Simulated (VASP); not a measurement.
# Ru (Fm-3m) in VASP: notebook

Ru is run at these levels: PBE+D3(BJ); tasks: single point, relaxation of cell and atoms.

Everything below comes from runs of VASP 6.6.1. Logs are shortened: lines on timing, memory, paths and dates and some standing lists are left out, and cuts for length are marked.

### Step 1. The cell of the first run

It takes space group Fm-3m (No. 225, cubic). The conventional cell has a = 3.791 Å, b = 3.791 Å, c = 3.791 Å, α = 90.00°, β = 90.00°, γ = 90.00°. Within 3.5 Å of Ru (site symmetry m-3m) lie 12 Ru at 2.68 Å.

### Step 2. Single point, PBE+D3(BJ)

The input, INCAR:

```
PREC = Accurate ; ENCUT = 520
EDIFF = 1E-6 ; ISMEAR = 0
SIGMA = 0.1 ; LREAL = False
LASPH = True ; NELM = 100
ALGO = Normal ; ISIF = 2
LWAVE = False ; LCHARG = True
GGA = PE ; IVDW = 12
LELF = True ; LVHAR = True
NBANDS = 13
```

The input, KPOINTS:

```
Automatic mesh
0
Gamma
  8 8 8
```

The input, POSCAR:

```
Ru
1.0
    0.0000000000      1.8956891339      1.8956891339
    1.8956891339      0.0000000000      1.8956891339
    1.8956891339      1.8956891339      0.0000000000
Ru
1
Direct
    0.0000000000      0.0000000000      0.0000000000
```

Potentials or basis: VASP PAW PBE potentials, release 64 (Ru_pv).

Command:

```console
$ cat potpaw_PBE.64/Ru_pv/POTCAR > POTCAR
$ mpirun -np 1 vasp_std > vasp.out
```

OUTCAR:

```text
PREC = Accurate
   ENCUT = 520
   EDIFF = 1E-6
   ISMEAR = 0
   LREAL = False
   LASPH = True
   NELM = 100
   ISIF = 2
   GGA = PE
   IVDW = 12
 IVDW          = 12

 ion  position               nearest neighbor table
   1  0.000  0.000  0.000-

  LATTYP: Found a face centered cubic cell.
 ALAT       =     3.7913782678

  Lattice vectors:

 A1 = (   0.0000000000,   1.8956891339,   1.8956891339)
 A2 = (   1.8956891339,   0.0000000000,   1.8956891339)
 A3 = (   1.8956891339,   1.8956891339,   0.0000000000)

Analysis of symmetry for initial positions (statically):
=====================================================================
 Subroutine PRICEL returns:
 Original cell was already a primitive cell.

 Routine SETGRP: Setting up the symmetry group for a
 face centered cubic supercell.

 Subroutine GETGRP returns: Found 48 space group operations
 (whereof 48 operations were pure point group operations)
 out of a pool of 48 trial point group operations.

The static configuration has the point symmetry O_h .

Analysis of symmetry for dynamics (positions and initial velocities):
=====================================================================
 Subroutine PRICEL returns:
 Original cell was already a primitive cell.

 Routine SETGRP: Setting up the symmetry group for a
 face centered cubic supercell.

 Subroutine GETGRP returns: Found 48 space group operations
 (whereof 48 operations were pure point group operations)
 out of a pool of 48 trial point group operations.

The dynamic configuration has the point symmetry O_h .

 Subroutine INISYM returns: Found 48 space group operations
 (whereof 48 operations are pure point group operations),
 and found     1 'primitive' translations

----------------------------------------------------------------------------------------

                                     Primitive cell

  volume of cell :      13.6248

  direct lattice vectors                    reciprocal lattice vectors
     0.000000000  1.895689134  1.895689134    -0.263756325  0.263756325  0.263756325
     1.895689134  0.000000000  1.895689134     0.263756325 -0.263756325  0.263756325
     1.895689134  1.895689134  0.000000000     0.263756325  0.263756325 -0.263756325

  length of vectors
     2.680909283  2.680909283  2.680909283     0.456839356  0.456839356  0.456839356

  position of ions in fractional coordinates (direct lattice)
     0.000000000  0.000000000  0.000000000

  ion indices of the primitive-cell ions
   primitive index   ion index
                 1           1

----------------------------------------------------------------------------------------

 KPOINTS: Automatic mesh

Automatic generation of k-mesh.
 Grid dimensions read from file:
 generate k-points for:    8    8    8

 Generating k-lattice:

  Cartesian coordinates                     Fractional coordinates (reciprocal lattice)
    -0.032969541  0.032969541  0.032969541     0.125000000  0.000000000  0.000000000
     0.032969541 -0.032969541  0.032969541     0.000000000  0.125000000  0.000000000
     0.032969541  0.032969541 -0.032969541     0.000000000  0.000000000  0.125000000

  Length of vectors
     0.057104920  0.057104920  0.057104920

  Shift w.r.t. Gamma in fractional coordinates (k-lattice)
     0.000000000  0.000000000  0.000000000

 Subroutine IBZKPT returns following result:
 ===========================================

 Found     29 irreducible k-points:

 Following reciprocal coordinates:
            Coordinates               Weight
  0.000000  0.000000  0.000000      1.000000
  0.125000  0.000000  0.000000      8.000000
  0.250000  0.000000  0.000000      8.000000
  0.375000  0.000000  0.000000      8.000000
  0.500000  0.000000  0.000000      4.000000
  0.125000  0.125000  0.000000      6.000000
[... 16 lines left out ...]
  0.500000  0.250000  0.125000     48.000000
 -0.375000  0.250000  0.125000     24.000000
 [... further k-points ...]
   k-points           NKPTS =     29   k-points in BZ     NKDIM =     29   number of bands    NBANDS=     13
   number of dos      NEDOS =    301   number of ions     NIONS =      1
   total plane-waves  NPLWV =   8000
   dimension x,y,z NGX =    20 NGY =   20 NGZ =   20
   dimension x,y,z NGXF=    40 NGYF=   40 NGZF=   40
   ions per type =               1
   NGX,Y,Z   is equivalent  to a cutoff of  12.40, 12.40, 12.40 a.u.
   NGXF,Y,Z  is equivalent  to a cutoff of  24.80, 24.80, 24.80 a.u.
 SYSTEM =  unknown system
   PREC   = accura    normal or accurate (medium, high low for compatibility)
   ISTART =      0    job   : 0-new  1-cont  2-samecut
   ICHARG =      2    charge: 1-file 2-atom 10-const
   ISPIN  =      1    spin polarized calculation?
   LNONCOLLINEAR =      F non collinear calculations
   LSORBIT =      F    spin-orbit coupling
   LASPH  =      T    aspherical Exc in radial PAW
   ENCUT  =  520.0 eV  38.22 Ry    6.18 a.u.   4.98  4.98  4.98*2*pi/ulx,y,z
   NELM   =    100;   NELMIN=  2; NELMDL= -5     # of ELM steps
   EDIFF  = 0.1E-05   stopping-criterion for ELM
   LREAL  =      F    real-space projection
   EDIFFG = 0.1E-04   stopping-criterion for IOM
   NSW    =      0    number of steps for IOM
   IBRION =     -1    ionic relax: 0-MD 1-quasi-New 2-CG
   NFREE  =      0    steps in history (QN), initial steepest desc. (CG)
   ISIF   =      2    stress and relaxation
   ISYM   =      2    0-nonsym 1-usesym 2-fastsym
   POTIM  = 0.5000    time-step for ionic-motion
   TEBEG  =    0.0;   TEEND  =   0.0 temperature during run
   PSTRESS=    0.0 pullay stress
   NELECT =      14.0000    total number of electrons
   NUPDOWN=      -1.0000    fix difference up-down
   EMIN   =  10.00;   EMAX   =-10.00  energy-range for DOS
   EFERMI =   0.00;   METHOD = LEGACY
   ISMEAR =     0;   SIGMA  =   0.10  broadening in eV -4-tet -1-fermi 0-gaus
   EFERMI_NEDOS =   21; number of points for ismear=-14 and -15
   IALGO  =     38    algorithm
   IMIX   =      4    mixing-type and parameters
     AMIX     =   0.40;   BMIX     =  1.00
     AMIX_MAG =   1.60;   BMIX_MAG =  1.00
  volume/ion in A,a.u.               =      13.62        91.94
  Fermi-wavevector in a.u.,A,eV,Ry     =   1.651989  3.121806 37.131204  2.729066
  Thomas-Fermi vector in A             =   2.740674
   LORBIT       =      0    0 simple, 1 ext, 2 COOP (PROOUT), +10 PAW based schemes
   GGA     = PE    functional components
   LHFCALC =     F    Hartree Fock is set to
   AEXX    =    0.0000 exact exchange contribution
   IVDW    =    12    specifies the selected vdW correction
   LEPSILON=     F    determine dielectric tensor
   LRPA    =     F    only Hartree local field effects (RPA)
 non-spin polarized calculation
 Gauss-broadening in eV      SIGMA  =   0.10
  energy-cutoff  :      520.00
  volume of cell :       13.62
 maximum number of plane-waves:       380
   NGX =  9   NGY =  9   NGZ =  9

 number of electron      14.0000005 magnetization

 Free energy of the ion-electron system (eV)
  ---------------------------------------------------
  ext. energy  EPLUGINS =         0.00000000
  ---------------------------------------------------
  free energy    TOTEN  =        -9.15861820 eV

  energy without entropy =       -9.15486510  energy(sigma->0) =       -9.15674165

 E-fermi :  12.5772     XC(G=0): -14.0940

 val. band max:       12.5716897995   @ k =   0.0000   0.0000   0.0000
 cond. band min:      12.7353874940   @ k =   0.2500   0.0000   0.0000
 fundamental gap:      0.1636976944
 Fermi energy:        12.5771722602

 k-point     1 :       0.0000    0.0000    0.0000
  band No.  band energies     occupation
      1     -29.7210      2.00000
      2     -29.7210      2.00000
      3     -29.7210      2.00000
      4       4.8064      2.00000
      5      10.1338      2.00000
      6      10.1338      2.00000
      7      10.1338      2.00000
      8      12.5717      1.06180
      9      12.5717      1.06180
     10      23.2651      0.00000
     11      27.7531      0.00000
     12      33.4750      0.00000
     13      33.4750      0.00000

 k-point     2 :       0.1250    0.0000    0.0000
  band No.  band energies     occupation
      1     -29.8825      2.00000
      2     -29.7421      2.00000
      3     -29.7421      2.00000
      4       5.4414      2.00000
      5       9.8409      2.00000
      6      10.3781      2.00000
      7      10.3781      2.00000
      8      12.4393      1.94877
      9      12.4393      1.94877
     10      23.2650      0.00000
     11      28.7743      0.00000
     12      31.0970      0.00000
     13      34.5307      0.00000

 k-point     3 :       0.2500    0.0000    0.0000
  band No.  band energies     occupation
      1     -30.2623      2.00000
      2     -29.7925      2.00000
      3     -29.7925      2.00000
      4       6.6547      2.00000
      5       9.8911      2.00000
      6      10.5323      2.00000
      7      10.5323      2.00000
      8      12.7354      0.02525
      9      12.7354      0.02525
     10      23.2649      0.00000
     11      27.8615      0.00000
     12      30.0722      0.00000
     13      37.2329      0.00000
[... 305 lines left out ...]
 k-point    23 :       0.5000    0.2500    0.1250
  band No.  band energies     occupation
      1     -30.5490      2.00000
      2     -30.1057      2.00000
      3     -29.9191      2.00000
      4       7.9751      2.00000
      5       9.0733      2.00000
      6       9.7346      2.00000
      7      11.6532      2.00000
      8      13.5537      0.00000
      9      16.9438      0.00000
     10      23.2641      0.00000
     11      25.2436      0.00000
     12      29.1718      0.00000
     13      30.6342      0.00000

 k-point    24 :      -0.3750    0.2500    0.1250
  band No.  band energies     occupation
      1     -30.6332      2.00000
      2     -30.1422      2.00000
      3     -29.9520      2.00000
      4       7.9083      2.00000
      5       8.7959      2.00000
      6      10.5339      2.00000
      7      11.3230      2.00000
      8      14.1869      0.00000
      9      19.0550      0.00000
     10      22.2936      0.00000
     11      23.2679      0.00000
     12      29.0181      0.00000
     13      30.1981      0.00000

 [... further k-points ...]

------------------------ aborting loop because EDIFF is reached ----------------------------------------

 Edisp (eV)   -0.62180

 E8    (eV) :    -0.2837

  FORCE on cell =-STRESS in cart. coord.  units (eV):
  Direction    XX          YY          ZZ          XY          YZ          ZX
  --------------------------------------------------------------------------------------
  -------------------------------------------------------------------------------------
  Total      -0.32630    -0.32630    -0.32630     0.00000     0.00000    -0.00000
  in kB     -38.36983   -38.36983   -38.36983     0.00000     0.00000    -0.00000
  external pressure =      -38.37 kB  Pullay stress =        0.00 kB

 VOLUME and BASIS-vectors are now :
 -----------------------------------------------------------------------------
  energy-cutoff  :      520.00
  volume of cell :       13.62
      direct lattice vectors                 reciprocal lattice vectors
     0.000000000  1.895689134  1.895689134    -0.263756325  0.263756325  0.263756325
     1.895689134  0.000000000  1.895689134     0.263756325 -0.263756325  0.263756325
     1.895689134  1.895689134  0.000000000     0.263756325  0.263756325 -0.263756325

 POSITION                                       TOTAL-FORCE (eV/Angst)
 -----------------------------------------------------------------------------------
      0.00000      0.00000      0.00000         0.000000     -0.000000      0.000000
 -----------------------------------------------------------------------------------
    total drift:                                0.000000     -0.000000      0.000000

  FREE ENERGIE OF THE ION-ELECTRON SYSTEM (eV)
  ---------------------------------------------------
  free  energy   TOTEN  =        -9.7804172367 eV

  energy  without entropy=       -9.7766641343  energy(sigma->0) =       -9.77854069
```

Wall time 5.3 s (1 thread of Intel Xeon 6975P-C, shared host); peak memory 0.13 GiB.

What came out:

```yaml
Free_energy: -9.7804 eV
Pressure: -3.8 GPa
Band_gap_on_the_k_mesh: zero (band 7 reaches 14.95 eV, above the bottom of band 8 at 11.83 eV)
Dispersion_energy_per_atom: -0.622 eV
```

Levels at points of the mesh, in eV from the Fermi level:
| k point | band 4 | band 5 | band 6 | band 7 | band 8 | band 9 | band 10 | band 11 |
| --- | --- | --- | --- | --- | --- | --- | --- | --- |
| (0.00, 0.00, 0.00) | -7.77 | -2.44 | -2.44 | -2.44 | -0.01 | -0.01 | 10.69 | 15.18 |
| (0.50, 0.00, 0.00) | -5.93 | -2.57 | -2.57 | 1.14 | 1.86 | 1.86 | 10.17 | 10.69 |
| (0.50, 0.50, 0.00) | -6.24 | -5.76 | 1.81 | 2.37 | 2.37 | 3.78 | 10.69 | 13.57 |

Caveat: pairwise dispersion overbinds metals, which lowers pressure and volume.

(Part 1 of 2 ends here.)
